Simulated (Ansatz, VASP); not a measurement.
**SnPt3: VASP beside Ansatz**

Contents of INCAR:

```
  ALGO = Normal
  EDIFF = 1E-6
  ENCUT = 520
  ISIF = 2
  ISMEAR = -1
  LASPH = True
  LCHARG = False
  LREAL = False
  LWAVE = False
  NBANDS = 30
  NELM = 100
  PREC = Accurate
  SIGMA = 0.05
```

KPOINTS

```
k-points
0
Gamma
  8 8 8
```

Contents of POSCAR:

```
SnPt3
1.0
    4.0000000000     -0.0200000000     -0.0200000000
   -0.0200000000      4.0000000000     -0.0200000000
   -0.0200000000     -0.0200000000      4.0000000000
Sn Pt
1 3
Direct
    0.0000000000      0.0000000000      0.0000000000
    0.0000000000      0.5000000000      0.5000000000
    0.5000000000      0.0000000000      0.5000000000
    0.5000000000      0.5000000000      0.0000000000
```

Input for Ansatz:

```yaml
crystal:
  lattice:
    - [4.0, -0.02, -0.02]
    - [-0.02, 4.0, -0.02]
    - [-0.02, -0.02, 4.0]
  atoms:
    - { symbol: Sn, position: [0.0, 0.0, 0.0] }
    - { symbol: Pt, position: [0.0, 0.5, 0.5] }
    - { symbol: Pt, position: [0.5, 0.0, 0.5] }
    - { symbol: Pt, position: [0.5, 0.5, 0.0] }
kpoints:
  mp_grid: { grid: [8, 8, 8] }
  band_path:
    path:
      - [0.0, 0.0, 0.0]
      - [0.5, 0.0, 0.0]
      - [0.5, -0.5, 0.5]
      - [0.4901240068, -0.5098759932, 0.4901240068]
      - [0.4901240068, 0.4901240068, 0.4901240068]
      - [0.0, 0.0, 0.0]
      - [0.5, -0.5, 0.0]
    npoints: 5
scf:
  occupations: { method: fermi_dirac, width: 0.05 }
hamiltonian:
  xc: lda
  pseudopotentials: { kind: all_electron, lapw: { basis_error: 0.0005 } }
output:
  forces: true
  stress: true
  eigenvalues: true
```

Change from the starting cell: equal xy, yz and zx shear strains of -1 %.

Alike in both runs: task single point; functional LDA; k mesh 8 × 8 × 8; occupations fermi-dirac, width 0.05 eV; no spin polarisation.

```csv
,VASP,Ansatz
version,VASP 6.6.1,Ansatz 0.2.0
potentials or method,"VASP PAW LDA potentials, release 64 (Sn_d, Pt), cutoff 520 eV","all-electron LAPW, scalar-relativistic"
```

|  | VASP | Ansatz | Ansatz less VASP |
| --- | --- | --- | --- |
| pressure (GPa) | -2.8 | -3.5 | -0.73 |
| traceless stress, the component that is largest in VASP (GPa) | 0.74 | 0.71 | -0.026 |

LDA's correlation is that of Perdew and Zunger in VASP and of Perdew and Wang (1992) in Ansatz. Ansatz ran all-electron here, and VASP with PAW potentials.

Spin-orbit coupling is off throughout.
